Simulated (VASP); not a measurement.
# Ta (Fm-3m) in VASP: further runs

The runs below take Ta through single point, relaxation of cell and atoms, with PBE+D3(BJ).

Program: VASP 6.6.1. These are calculated values, not measurements. Logs are shortened: lines on timing, memory, paths and dates and some standing lists are left out, and cuts for length are marked.

### 1 The cell of the first run

It takes space group Fm-3m (No. 225, cubic). The conventional cell has a = 4.182 Å, b = 4.182 Å, c = 4.182 Å, α = 90.00°, β = 90.00°, γ = 90.00°. Within 3.9 Å of Ta (site symmetry m-3m) lie 12 Ta at 2.96 Å.

### 2 Single point, PBE+D3(BJ)

INCAR

```
PREC     = Accurate       # precision mode
ENCUT    = 520            # plane-wave cutoff, eV
EDIFF    = 1E-7           # SCF threshold, eV
ISMEAR   = 0              # smearing method
SIGMA    = 0.1            # smearing width, eV
LREAL    = False          # projectors in reciprocal space
LASPH    = True           # aspherical terms in the spheres
NELM     = 60             # most SCF steps
ALGO     = Fast           # electronic algorithm
ISIF     = 2              # what is computed and relaxed
LWAVE    = False          # write WAVECAR
LCHARG   = True           # write CHGCAR
GGA      = PE             # functional
IVDW     = 12             # dispersion correction
LELF     = True           # ELF
LVHAR    = True         
NBANDS   = 12             # bands
```

KPOINTS

```
regular mesh
0
Gamma
  18 18 18
```

POSCAR

```
Ta
1.0
    0.0000000000      2.0909284030      2.0909284030
    2.0909284030      0.0000000000      2.0909284030
    2.0909284030      2.0909284030      0.0000000000
Ta
1
Direct
    0.0000000000      0.0000000000      0.0000000000
```

Potentials or basis: VASP PAW PBE potentials, release 64 (Ta_pv).

On the command line:

```sh
> cat potpaw_PBE.64/Ta_pv/POTCAR > POTCAR
> mpirun -np 1 vasp_std > vasp.out
```

OUTCAR:

```text
PREC = Accurate
   ENCUT = 520
   EDIFF = 1E-7
   ISMEAR = 0
   LREAL = False
   LASPH = True
   NELM = 60
   ISIF = 2
   GGA = PE
   IVDW = 12
 IVDW          = 12

 ion  position               nearest neighbor table
   1  0.000  0.000  0.000-

  LATTYP: Found a face centered cubic cell.
 ALAT       =     4.1818568060

  Lattice vectors:

 A1 = (   0.0000000000,   2.0909284030,   2.0909284030)
 A2 = (   2.0909284030,   0.0000000000,   2.0909284030)
 A3 = (   2.0909284030,   2.0909284030,   0.0000000000)

Analysis of symmetry for initial positions (statically):
=====================================================================
 Subroutine PRICEL returns:
 Original cell was already a primitive cell.

 Routine SETGRP: Setting up the symmetry group for a
 face centered cubic supercell.

 Subroutine GETGRP returns: Found 48 space group operations
 (whereof 48 operations were pure point group operations)
 out of a pool of 48 trial point group operations.

The static configuration has the point symmetry O_h .

Analysis of symmetry for dynamics (positions and initial velocities):
=====================================================================
 Subroutine PRICEL returns:
 Original cell was already a primitive cell.

 Routine SETGRP: Setting up the symmetry group for a
 face centered cubic supercell.

 Subroutine GETGRP returns: Found 48 space group operations
 (whereof 48 operations were pure point group operations)
 out of a pool of 48 trial point group operations.

The dynamic configuration has the point symmetry O_h .

 Subroutine INISYM returns: Found 48 space group operations
 (whereof 48 operations are pure point group operations),
 and found     1 'primitive' translations

----------------------------------------------------------------------------------------

                                     Primitive cell

  volume of cell :      18.2830

  direct lattice vectors                    reciprocal lattice vectors
     0.000000000  2.090928403  2.090928403    -0.239128226  0.239128226  0.239128226
     2.090928403  0.000000000  2.090928403     0.239128226 -0.239128226  0.239128226
     2.090928403  2.090928403  0.000000000     0.239128226  0.239128226 -0.239128226

  length of vectors
     2.957019305  2.957019305  2.957019305     0.414182237  0.414182237  0.414182237

  position of ions in fractional coordinates (direct lattice)
     0.000000000  0.000000000  0.000000000

  ion indices of the primitive-cell ions
   primitive index   ion index
                 1           1

----------------------------------------------------------------------------------------

 KPOINTS: regular mesh

Automatic generation of k-mesh.
 Grid dimensions read from file:
 generate k-points for:   18   18   18

 Generating k-lattice:

  Cartesian coordinates                     Fractional coordinates (reciprocal lattice)
    -0.013284901  0.013284901  0.013284901     0.055555556  0.000000000  0.000000000
     0.013284901 -0.013284901  0.013284901     0.000000000  0.055555556  0.000000000
     0.013284901  0.013284901 -0.013284901     0.000000000  0.000000000  0.055555556

  Length of vectors
     0.023010124  0.023010124  0.023010124

  Shift w.r.t. Gamma in fractional coordinates (k-lattice)
     0.000000000  0.000000000  0.000000000

 Subroutine IBZKPT returns following result:
 ===========================================

 Found    195 irreducible k-points:

 Following reciprocal coordinates:
            Coordinates               Weight
  0.000000  0.000000  0.000000      1.000000
  0.055556  0.000000  0.000000      8.000000
  0.111111  0.000000  0.000000      8.000000
  0.166667  0.000000  0.000000      8.000000
  0.222222  0.000000  0.000000      8.000000
  0.277778  0.000000  0.000000      8.000000
[... 16 lines left out ...]
 -0.277778  0.055556  0.000000     24.000000
 -0.222222  0.055556  0.000000     24.000000
 [... further k-points ...]
   k-points           NKPTS =    195   k-points in BZ     NKDIM =    195   number of bands    NBANDS=     12
   number of dos      NEDOS =    301   number of ions     NIONS =      1
   total plane-waves  NPLWV =  13824
   dimension x,y,z NGX =    24 NGY =   24 NGZ =   24
   dimension x,y,z NGXF=    48 NGYF=   48 NGZF=   48
   ions per type =               1
   NGX,Y,Z   is equivalent  to a cutoff of  13.49, 13.49, 13.49 a.u.
   NGXF,Y,Z  is equivalent  to a cutoff of  26.99, 26.99, 26.99 a.u.
 SYSTEM =  unknown system
   PREC   = accura    normal or accurate (medium, high low for compatibility)
   ISTART =      0    job   : 0-new  1-cont  2-samecut
   ICHARG =      2    charge: 1-file 2-atom 10-const
   ISPIN  =      1    spin polarized calculation?
   LNONCOLLINEAR =      F non collinear calculations
   LSORBIT =      F    spin-orbit coupling
   LASPH  =      T    aspherical Exc in radial PAW
   ENCUT  =  520.0 eV  38.22 Ry    6.18 a.u.   5.50  5.50  5.50*2*pi/ulx,y,z
   NELM   =     60;   NELMIN=  2; NELMDL= -5     # of ELM steps
   EDIFF  = 0.1E-06   stopping-criterion for ELM
   LREAL  =      F    real-space projection
   EDIFFG = 0.1E-05   stopping-criterion for IOM
   NSW    =      0    number of steps for IOM
   IBRION =     -1    ionic relax: 0-MD 1-quasi-New 2-CG
   NFREE  =      0    steps in history (QN), initial steepest desc. (CG)
   ISIF   =      2    stress and relaxation
   ISYM   =      2    0-nonsym 1-usesym 2-fastsym
   POTIM  = 0.5000    time-step for ionic-motion
   TEBEG  =    0.0;   TEEND  =   0.0 temperature during run
   PSTRESS=    0.0 pullay stress
   NELECT =      11.0000    total number of electrons
   NUPDOWN=      -1.0000    fix difference up-down
   EMIN   =  10.00;   EMAX   =-10.00  energy-range for DOS
   EFERMI =   0.00;   METHOD = LEGACY
   ISMEAR =     0;   SIGMA  =   0.10  broadening in eV -4-tet -1-fermi 0-gaus
   EFERMI_NEDOS =   21; number of points for ismear=-14 and -15
   IALGO  =     68    algorithm
   IMIX   =      4    mixing-type and parameters
     AMIX     =   0.40;   BMIX     =  1.00
     AMIX_MAG =   1.60;   BMIX_MAG =  1.00
  volume/ion in A,a.u.               =      18.28       123.38
  Fermi-wavevector in a.u.,A,eV,Ry     =   1.382048  2.611693 25.987911  1.910058
  Thomas-Fermi vector in A             =   2.506776
   LORBIT       =      0    0 simple, 1 ext, 2 COOP (PROOUT), +10 PAW based schemes
   GGA     = PE    functional components
   LHFCALC =     F    Hartree Fock is set to
   AEXX    =    0.0000 exact exchange contribution
   IVDW    =    12    specifies the selected vdW correction
   LEPSILON=     F    determine dielectric tensor
   LRPA    =     F    only Hartree local field effects (RPA)
 non-spin polarized calculation
 RMM-DIIS sequential band-by-band and
 Gauss-broadening in eV      SIGMA  =   0.10
  energy-cutoff  :      520.00
  volume of cell :       18.28
 maximum number of plane-waves:       531
 NGX is ok and might be reduce to    24
   NGX = 11   NGY = 11   NGZ = 11

 number of electron      11.0000001 magnetization

 Free energy of the ion-electron system (eV)
  ---------------------------------------------------
  ext. energy  EPLUGINS =         0.00000000
  ---------------------------------------------------
  free energy    TOTEN  =       -11.56560379 eV

  energy without entropy =      -11.55875452  energy(sigma->0) =      -11.56217916

 E-fermi :   5.7527     XC(G=0): -12.5447

 val. band max:        5.7486813668   @ k =   0.1111   0.0556   0.0000
 cond. band min:       5.7556170727   @ k =   0.5000   0.1667   0.0000
 fundamental gap:      0.0069357059
 Fermi energy:         5.7526659475

 k-point     1 :       0.0000    0.0000    0.0000
  band No.  band energies     occupation
      1     -27.7828      2.00000
      2     -27.7828      2.00000
      3     -27.7828      2.00000
      4      -2.4959      2.00000
      5       6.1838      0.00000
      6       6.1838      0.00000
      7       6.1838      0.00000
      8       9.2929      0.00000
      9       9.2929      0.00000
     10      18.2848      0.00000
     11      19.9669      0.00000
     12      23.2723      0.00000

 k-point     2 :       0.0556    0.0000    0.0000
  band No.  band energies     occupation
      1     -27.8189      2.00000
      2     -27.7873      2.00000
      3     -27.7873      2.00000
      4      -2.3674      2.00000
      5       6.0706      0.00001
      6       6.2455      0.00000
      7       6.2455      0.00000
      8       9.2304      0.00000
      9       9.2304      0.00000
     10      18.5568      0.00000
     11      19.9667      0.00000
     12      22.5957      0.00000

 k-point     3 :       0.1111    0.0000    0.0000
  band No.  band energies     occupation
      1     -27.9220      2.00000
      2     -27.8003      2.00000
      3     -27.8003      2.00000
      4      -1.9951      2.00000
      5       5.7770      0.73061
      6       6.4064      0.00000
      7       6.4064      0.00000
      8       9.0884      0.00000
      9       9.0884      0.00000
     10      19.2790      0.00000
     11      19.9659      0.00000
     12      21.4321      0.00000

 k-point     4 :       0.1667    0.0000    0.0000
  band No.  band energies     occupation
      1     -28.0769      2.00000
      2     -27.8201      2.00000
      3     -27.8201      2.00000
      4      -1.4204      2.00000
      5       5.4132      2.00000
      6       6.5826      0.00000
      7       6.5826      0.00000
      8       8.9997      0.00000
      9       8.9997      0.00000
     10      19.6721      0.00000
     11      19.9698      0.00000
     12      20.9672      0.00000

 k-point     5 :       0.2222    0.0000    0.0000
  band No.  band energies     occupation
      1     -28.2624      2.00000
      2     -27.8443      2.00000
      3     -27.8443      2.00000
      4      -0.7201      2.00000
      5       5.1102      2.00000
      6       6.6396      0.00000
      7       6.6396      0.00000
      8       9.1451      0.00000
      9       9.1451      0.00000
     10      18.8296      0.00000
     11      19.9685      0.00000
     12      21.9133      0.00000
[... 228 lines left out ...]
      1     -28.7981      2.00000
      2     -27.9518      2.00000
      3     -27.9147      2.00000
      4       1.0327      2.00000
      5       5.6903      1.62191
      6       6.0507      0.00002
      7       6.1497      0.00000
      8      10.8272      0.00000
      9      11.6453      0.00000
     10      16.6020      0.00000
     11      19.0824      0.00000
     12      19.9766      0.00000

 k-point    22 :      -0.3333    0.0556    0.0000
  band No.  band energies     occupation
      1     -28.6761      2.00000
      2     -27.9380      2.00000
      3     -27.8927      2.00000
      4       0.7845      2.00000
      5       5.2477      2.00000
      6       6.1416      0.00000
      7       6.3253      0.00000
      8      10.0626      0.00000
      9      11.0568      0.00000
     10      17.2131      0.00000
     11      19.9568      0.00000
     12      20.4889      0.00000

 k-point    23 :      -0.2778    0.0556    0.0000
  band No.  band energies     occupation
      1     -28.5143      2.00000
      2     -27.9167      2.00000
      3     -27.8672      2.00000
      4       0.3006      2.00000
      5       4.9481      2.00000
      6       6.3631      0.00000
      7       6.5460      0.00000
      8       9.3214      0.00000
      9      10.3774      0.00000
     10      17.9218      0.00000
     11      19.9667      0.00000
     12      21.9467      0.00000

 k-point    24 :      -0.2222    0.0556    0.0000
  band No.  band energies     occupation
      1     -28.3303      2.00000
      2     -27.8902      2.00000
      3     -27.8410      2.00000
      4      -0.3739      2.00000
      5       4.9639      2.00000
      6       6.5558      0.00000
      7       6.7232      0.00000
      8       8.7686      0.00000
      9       9.7872      0.00000
     10      18.7540      0.00000
     11      19.9686      0.00000
     12      22.2635      0.00000

 [... further k-points ...]

------------------------ aborting loop because EDIFF is reached ----------------------------------------

 Edisp (eV)   -0.65222

 E8    (eV) :    -0.3414

  FORCE on cell =-STRESS in cart. coord.  units (eV):
  Direction    XX          YY          ZZ          XY          YZ          ZX
  --------------------------------------------------------------------------------------
  -------------------------------------------------------------------------------------
  Total       0.00385     0.00385     0.00385    -0.00000     0.00000     0.00000
  in kB       0.33711     0.33711     0.33711    -0.00000     0.00000     0.00000
  external pressure =        0.34 kB  Pullay stress =        0.00 kB

 VOLUME and BASIS-vectors are now :
 -----------------------------------------------------------------------------
  energy-cutoff  :      520.00
  volume of cell :       18.28
      direct lattice vectors                 reciprocal lattice vectors
     0.000000000  2.090928403  2.090928403    -0.239128226  0.239128226  0.239128226
     2.090928403  0.000000000  2.090928403     0.239128226 -0.239128226  0.239128226
     2.090928403  2.090928403  0.000000000     0.239128226  0.239128226 -0.239128226

 POSITION                                       TOTAL-FORCE (eV/Angst)
 -----------------------------------------------------------------------------------
      0.00000      0.00000      0.00000         0.000000      0.000000      0.000000
 -----------------------------------------------------------------------------------
    total drift:                                0.000000      0.000000      0.000000

  FREE ENERGIE OF THE ION-ELECTRON SYSTEM (eV)
  ---------------------------------------------------
  free  energy   TOTEN  =       -12.2178276390 eV

  energy  without entropy=      -12.2109783719  energy(sigma->0) =      -12.21440301
```

It took 27 s on 1 thread of AMD EPYC 9R45 (Zen 5), shared host; peak memory 0.15 GiB.

Results:

```yaml
Free_energy: -12.2178 eV
Pressure: 0.0 GPa
Dispersion_energy_per_atom: -0.652 eV
```

Caveat: spin-orbit coupling is left out, which moves the levels of the heavy elements; pairwise dispersion overbinds metals, which lowers pressure and volume.

### 3 Relaxation of cell and atoms, PBE+D3(BJ)

This run uses another cell than the first one, of 18.15 Å³/atom, 0.993 times its volume.

INCAR

```
ALGO     = Normal         # electronic algorithm
EDIFF    = 1E-7           # SCF threshold, eV
EDIFFG   = -0.005         # ionic threshold
ENCUT    = 600            # plane-wave cutoff, eV
GGA      = PE             # functional
IBRION   = 2              # ionic algorithm
ISIF     = 3              # what is computed and relaxed
ISMEAR   = 0              # smearing method
IVDW     = 12             # dispersion correction
LASPH    = True           # aspherical terms in the spheres
LCHARG   = False          # write CHGCAR
LREAL    = False          # projectors in reciprocal space
LWAVE    = False          # write WAVECAR
NELM     = 80             # most SCF steps
NSW      = 100            # ionic steps
PREC     = Accurate       # precision mode
SIGMA    = 0.1            # smearing width, eV
```

KPOINTS

```
k-points
0
Gamma
  18 18 18
```

POSCAR

```
Ta
1.0
    0.0000000000      2.0859058039      2.0859058039
    2.0859058039      0.0000000000      2.0859058039
    2.0859058039      2.0859058039      0.0000000000
Ta
1
Direct
    0.0000000000      0.0000000000      0.0000000000
```

Potentials or basis: VASP PAW PBE potentials, release 64 (Ta_pv).

On the command line:

```sh
> cat potpaw_PBE.64/Ta_pv/POTCAR > POTCAR
> mpirun -np 1 vasp_std > vasp.out
```

Run time: 33 s. Hardware: 1 thread of AMD EPYC 9R45 (Zen 5), shared host; peak memory 0.15 GiB.

It converged, with:

| Item | Value |
| --- | --- |
| Free energy | -12.2180 eV |
| Relaxed volume | 18.29 Å³/atom |
| Relaxed cell | a = 2.957 Å, b = 2.957 Å, c = 2.957 Å, α = 60.00°, β = 60.00°, γ = 60.00° |
| Space group after relaxing (to 0.05 Å) | Fm-3m (No. 225) |
| Energy gained by relaxing | 0.6 meV/atom |
| Ionic steps | 3 |
| Pressure after relaxing | 0.0 GPa |
| Dispersion energy per atom | -0.652 eV |

Step by step:
```tsv
step	energy change (eV)	largest force (eV/Å)	pressure (GPa)	volume (Å³)
1	0.0000	0.0000	1.52	18.15
2	0.0028	0.0000	-3.37	18.61
3	-0.0006	0.0000	0.00	18.29
```

Final structure:
```cif
data_structure
_symmetry_space_group_name_H-M 'P 1'
_symmetry_Int_Tables_number 1
_cell_length_a 2.9573
_cell_length_b 2.9573
_cell_length_c 2.9573
_cell_angle_alpha 60.000
_cell_angle_beta 60.000
_cell_angle_gamma 60.000
_cell_volume 18.29
loop_
_atom_site_label
_atom_site_type_symbol
_atom_site_fract_x
_atom_site_fract_y
_atom_site_fract_z
_atom_site_occupancy
Ta1 Ta 0.00000 0.00000 0.00000 1
```

Levels at points of the mesh, in eV from the Fermi level:
| k point | band 3 | band 4 | band 5 | band 6 | band 7 | band 8 |
| --- | --- | --- | --- | --- | --- | --- |
| (0.00, 0.00, 0.00) | -33.54 | -8.25 | 0.43 | 0.43 | 0.43 | 3.54 |
| (0.50, 0.00, 0.00) | -33.68 | -4.73 | 0.19 | 0.19 | 0.76 | 5.96 |
| (0.50, 0.50, 0.00) | -33.93 | -4.55 | -3.48 | 3.03 | 5.95 | 6.68 |

Caveat: spin-orbit coupling is left out, which moves the levels of the heavy elements; pairwise dispersion overbinds metals, which lowers pressure and volume.

### 4 Single point, PBE+D3(BJ)

This run uses another cell than the first one, of 18.15 Å³/atom, 0.993 times its volume.

INCAR

```
ALGO = Normal ; EDIFF = 1E-6
ENCUT = 500 ; GGA = PE
GGA_COMPAT = F ; ISIF = 2
ISMEAR = 0 ; IVDW = 12
LASPH = T ; LCHARG = F
LREAL = F ; LWAVE = F
NBANDS = 12 ; NELM = 120
PREC = Accurate ; SIGMA = 0.1
```

KPOINTS

```
k-points
0
Gamma
  8 8 8
```

POSCAR is that of step 3.

On the command line:

```sh
> cat potpaw_PBE.64/Ta_pv/POTCAR > POTCAR
> mpirun -np 1 vasp_std > vasp.out
```

Wall time 5.4 s (1 thread of Intel Xeon Platinum 8559C (Emerald Rapids), shared host); peak memory 0.14 GiB.

It converged, with:

- Free energy: -12.1992 eV
- Pressure: 3.0 GPa
- Dispersion energy per atom: -0.657 eV

Levels at points of the mesh, in eV from the Fermi level:
| k point | band 2 | band 3 | band 4 | band 5 | band 6 | band 7 | band 8 | band 9 |
| --- | --- | --- | --- | --- | --- | --- | --- | --- |
| (0.00, 0.00, 0.00) | -33.49 | -33.49 | -8.24 | 0.46 | 0.46 | 0.46 | 3.60 | 3.60 |
| (0.50, 0.00, 0.00) | -33.64 | -33.64 | -4.73 | 0.22 | 0.22 | 0.82 | 6.04 | 6.04 |
| (0.50, 0.50, 0.00) | -33.90 | -33.90 | -4.56 | -3.48 | 3.12 | 6.03 | 6.77 | 6.77 |

Caveat: spin-orbit coupling is left out, which moves the levels of the heavy elements; pairwise dispersion overbinds metals, which lowers pressure and volume.

### 5 Overview

```csv
task,cell,k mesh,cutoff (eV),gap on the mesh (eV),pressure (GPa)
single point,"a = 2.957 Å, angles 60.0°, 1 atom",18 × 18 × 18,520,none,0.0
relaxation of cell and atoms,"relaxed from a = 2.950 Å, angles 60.0°, 1 atom",18 × 18 × 18,600,none,0.0
single point,"a = 2.950 Å, angles 60.0°, 1 atom",8 × 8 × 8,500,none,3.0
```

Alike in all rows: level PBE+D3(BJ); potentials or basis VASP PAW PBE potentials, release 64 (Ta_pv); no spin polarisation; smearing gaussian 0.1 eV.

Caveats: spin-orbit coupling is left out, which moves the levels of the heavy elements; pairwise dispersion overbinds metals, which lowers pressure and volume.

Absolute energies hang on the potentials; compare differences alone.
